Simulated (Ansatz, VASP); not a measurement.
F in VASP and in Ansatz

The input INCAR:

```
SYSTEM = F
ALGO = Normal
EDIFF = 1E-6
ENCUT = 520
GGA = PS
ISIF = 2
ISMEAR = 0
LASPH = .True.
LCHARG = .False.
LREAL = .False.
LWAVE = .False.
NBANDS = 22
NELM = 80
PREC = Accurate
SIGMA = 0.05
```

KPOINTS

```
k-points
0
Gamma
  4 4 2
  0 0 0
```

The input POSCAR:

```
F
1.0
    3.0712726503     -1.7651656529     -0.2368830422
    3.0712726503      1.7651656529     -0.2368830422
   -2.3093624171      0.0000000000      7.0690049337
F
4
Direct
    0.0848459664      0.0848459664      0.0780195948
    0.9151540336      0.9151540336      0.9219804052
    0.5015719855      0.5015719855      0.5937195244
    0.4984280145      0.4984280145      0.4062804756
```

Input for Ansatz:

```yaml
crystal:
  lattice:
    - [3.0712726503, -1.7651656529, -0.2368830422]
    - [3.0712726503, 1.7651656529, -0.2368830422]
    - [-2.3093624171, 0.0, 7.0690049337]
  atoms:
    - { symbol: F, position: [0.0848459664, 0.0848459664, 0.0780195948] }
    - { symbol: F, position: [0.9151540336, 0.9151540336, 0.9219804052] }
    - { symbol: F, position: [0.5015719855, 0.5015719855, 0.5937195244] }
    - { symbol: F, position: [0.4984280145, 0.4984280145, 0.4062804756] }
basis:
  ecutwfc: 520.0
kpoints:
  mp_grid: { grid: [4, 4, 2] }
hamiltonian:
  xc: pbesol
scf:
  occupations: { method: gaussian, width: 0.05 }
output:
  forces: true
  stress: true
  eigenvalues: true
```

Alike in both runs: task single point; functional PBEsol; k mesh 4 × 4 × 2; occupations gaussian, width 0.05 eV; no spin polarisation.

|  | VASP | Ansatz |
| --- | --- | --- |
| version | VASP 6.6.1 | Ansatz 0.2.0 |
| potentials or method | VASP PAW PBE potentials, release 64 (F), cutoff 520 eV | scalar-relativistic, plane waves, PAW |
| valence electrons in the cell | 28 | 28 |

```tsv
	VASP	Ansatz	Ansatz less VASP
gap on the k mesh at the Fermi level (eV)	2.86	2.93	+0.068
least direct gap on the mesh (eV)	2.91	2.98	+0.067
pressure (GPa)	11.3	10.1	-1.27
traceless stress, the component that is largest in VASP (GPa)	14.24	12.77	-1.474
rms of the force components (eV/Å)	5.035	4.394	-0.6407
```

VASP's potentials were made for PBE, not for PBEsol. Atom by atom the forces differ by 0.658 eV/Å (rms over components).

The k mesh is coarse, so the values compare programs but aren't converged. Noted on VASP's run: the standard files for N, O and F lose accuracy on very short bonds.
